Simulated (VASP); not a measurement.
Runs of VASP 6.6.1 on SnTe. The structure is that of space group Fm-3m (No. 225), or close to it. The cells are those of the table. 

| level | cell | gap on the mesh (eV) | pressure (GPa) |
| --- | --- | --- | --- |
| r2SCAN | a = 4.398 Å, angles 60.0°, 2 atoms | 0.10 | 3.7 |
| PBE | a = 4.398 Å, angles 60.0°, 2 atoms | 0.22 | (a) |
| r2SCAN | a = 4.510 Å, angles 60.0°, 2 atoms | 0.14 | -0.1 |
| r2SCAN | a = 4.571 Å, angles 59.1°, 2 atoms | - | -1.0 |
| r2SCAN | a = 4.552, b = 4.552, c = 4.601 Å, angles 59.6, 59.6, 60.7°, 2 atoms | 0.22 | (b) |

Alike in all rows: task single point; potentials or basis VASP PAW PBE potentials, release 64 (Sn_d, Te); no spin polarisation; k mesh 8 × 8 × 8; cutoff (eV) 520; smearing fermi-dirac 0.02 eV.

Problem. Estimate the missing entries.

Solution. (a) 4.5; (b) -1.6.

Caveats: spin-orbit coupling is left out, which moves the levels of the heavy elements; the PAW data sets were made with another functional, which shifts forces and pressure a little (at least some runs); the cell stands under pressure (at least some runs).

A k mesh can miss the band edges, and the runs leave out spin-orbit coupling on Sn, Te.
